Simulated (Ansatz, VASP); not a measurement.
# W4S: VASP beside Ansatz

```
CELL_PARAMETERS angstrom
4.43205 0.00000 0.00000
-2.21602 3.83827 0.00000
0.00000 0.00000 7.17199
ATOMIC_POSITIONS crystal
W 0.00000 0.00000 0.17898
W 0.00000 0.00000 0.82102
W 0.33333 0.66667 0.00000
W 0.66667 0.33333 0.00000
S 0.00000 0.00000 0.50000
```

Alike in both runs: functional PBE; k mesh 6 × 6 × 2; occupations gaussian, width 0.1 eV; collinear spin.

Ansatz relaxed the structure, and its values are those at the end. VASP's run is a single point on that final structure, the one shown.

|  | VASP | Ansatz |
| --- | --- | --- |
| version | VASP 6.6.1 | Ansatz 0.2.0 |
| potentials or method | VASP PAW PBE potentials, release 64 (W_sv, S), cutoff 520 eV | scalar-relativistic, plane waves, PAW |
| valence electrons in the cell | 62 | 62 |

```csv
,VASP,Ansatz,Ansatz less VASP
gap on the k mesh at the Fermi level (eV),none,none,-
pressure (GPa),0.2,-0.1,-0.27
rms of the force components (eV/Å),0.013,0.002,-0.0108
```

A gap of «none» marks a metal or a gap that the smearing closes. Ansatz's warnings: no starting moments.

The k mesh is coarse, so the values compare programs but aren't converged. Neither program's run includes spin-orbit coupling.
